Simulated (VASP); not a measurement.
Cu16CO: single point with PBE

The system is Cu16CO, a slab with vacuum.

```xyz
18
Lattice="5.1417 0.0000 0.0000 -2.5708 4.4528 0.0000 0.0000 0.0000 26.4472" Properties=species:S:1:pos:R:3 pbc="T T T"
Cu    1.2854    0.7421    8.5000
Cu    0.0000    2.9686    8.5000
Cu    3.8563    0.7421    8.5000
Cu    2.5708    2.9686    8.5000
Cu    2.5708    1.4843   10.5991
Cu    1.2854    3.7107   10.5991
Cu    0.0000    1.4843   10.5991
Cu   -1.2854    3.7107   10.5991
Cu   -1.2682    2.2364   12.6738
Cu    0.0000    0.0000   12.6554
Cu    1.2682    2.2364   12.6738
Cu    0.0000    4.4329   12.6738
Cu    0.0000    2.9686   14.8568
Cu    1.2837    0.7411   14.6902
Cu    2.5708    2.9706   14.6902
Cu    3.8580    0.7411   14.6902
C     0.0000    2.9686   16.7117
O     0.0000    2.9686   17.8686
```

```yaml
Program: VASP 6.6.1
Task: single point
Functional: PBE
Potentials_or_basis: VASP PAW PBE potentials, release 64 (Cu, C, O)
Cutoff: 450 eV
k_mesh: 6 × 6 × 1
Occupations: methfessel-paxton, width 0.1 eV
Spin: no spin polarisation
```

```
Largest force on the free atoms : 0.026 eV/Å
Band gap on the k mesh          : zero (bands 93 and 94 overlap by 0.68 eV)
```

Forces on the atoms (eV/Å):
```
Cu  -0.019 -0.011  0.060
Cu   0.000  0.000  0.116
Cu   0.019 -0.011  0.060
Cu   0.000  0.022  0.060
Cu   0.000  0.000  0.045
Cu   0.012  0.007 -0.112
Cu   0.000 -0.013 -0.112
Cu  -0.012  0.007 -0.112
Cu   0.000  0.000  0.008
Cu   0.000  0.000 -0.019
Cu   0.000  0.000  0.008
Cu   0.000  0.000  0.008
Cu   0.000  0.000 -0.007
Cu  -0.006 -0.004  0.002
Cu   0.000  0.007  0.002
Cu   0.006 -0.004  0.002
C    0.000  0.000 -0.026
O    0.000  0.000  0.018
```

Levels at points of the mesh, in eV from the Fermi level:
```csv
k point,band 90,band 91,band 92,band 93,band 94,band 95,band 96,band 97
"(0.00, 0.00, 0.00)",-0.33,-0.33,-0.20,0.52,0.52,0.79,1.01,1.12
"(0.50, 0.00, 0.00)",-1.07,-0.67,-0.12,-0.12,0.33,0.47,0.62,1.42
```

Core levels (eV, on the scale of the bands):
| atom | levels |
| --- | --- |
| 1 Cu | 1s -8849.0, 2s -1061.3, 2p -915.8, 3s -112.9, 3p -70.3 |
| 2 Cu | 1s -8849.0, 2s -1061.3, 2p -915.8, 3s -112.9, 3p -70.3 |
| 3 Cu | 1s -8849.0, 2s -1061.3, 2p -915.8, 3s -112.9, 3p -70.3 |
| 4 Cu | 1s -8849.0, 2s -1061.3, 2p -915.8, 3s -112.9, 3p -70.3 |
| 5 Cu | 1s -8849.3, 2s -1061.6, 2p -916.0, 3s -113.2, 3p -70.5 |
| 6 Cu | 1s -8849.3, 2s -1061.5, 2p -916.0, 3s -113.1, 3p -70.5 |

Wall time 4.8 min on 4 MPI ranks on AMD EPYC 7R13 Processor (Zen 3), on a shared host, peak memory 0.46 GiB a rank.

 With open d or f shells a metallic result of PBE can be an artefact of self-interaction; +U or a hybrid may open a gap.
